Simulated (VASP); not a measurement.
Set up this calculation in VASP 6.6.1, as the native input.

- Task: single point
- Functional: PBE
- Potentials or basis: VASP PAW PBE potentials, release 64 (Ta_pv)
- Cutoff: 520 eV
- k mesh: 20 × 20 × 20
- Occupations: gaussian, width 0.15 eV
- Spin: no spin polarisation
- Dipole correction: no
- Further INCAR settings: ALGO = Fast; EDIFF = 1e-07; NBANDS = 12

The structure of Ta lies in POSCAR:

```
Ta
1.0
   -1.5013377285      1.5013377285      2.1491649584
    1.5013377285     -1.5013377285      2.1491649584
    1.5013377285      1.5013377285     -2.1491649584
Ta
1
Direct
    0.0000000000      0.0000000000      0.0000000000
```

This cell differs from its parent crystal: volume 19.377 Å^3 an atom, c/a of the conventional cell 1.4315.

The input as run:

INCAR

```
  PREC = Accurate
  ENCUT = 520
  EDIFF = 1E-7
  ISMEAR = 0
  SIGMA = 0.15
  LREAL = False
  LASPH = True
  NELM = 60
  ALGO = Fast
  ISIF = 2
  LWAVE = False
  LCHARG = True
  GGA = PE
  LELF = True
  LVHAR = True
  NBANDS = 12
```

KPOINTS

```
Automatic mesh
0
Gamma
  20 20 20
```

Potentials or basis: VASP PAW PBE potentials, release 64 (Ta_pv).

The run is started by

```sh
$ cat potpaw_PBE.64/Ta_pv/POTCAR > POTCAR
$ mpirun -np 1 vasp_std > vasp.out
```

Results of the run:

* Pressure: -5.1 GPa

It took 83 s on 1 thread of Intel Xeon 6975P-C, with other jobs on the host, peak memory 0.26 GiB.
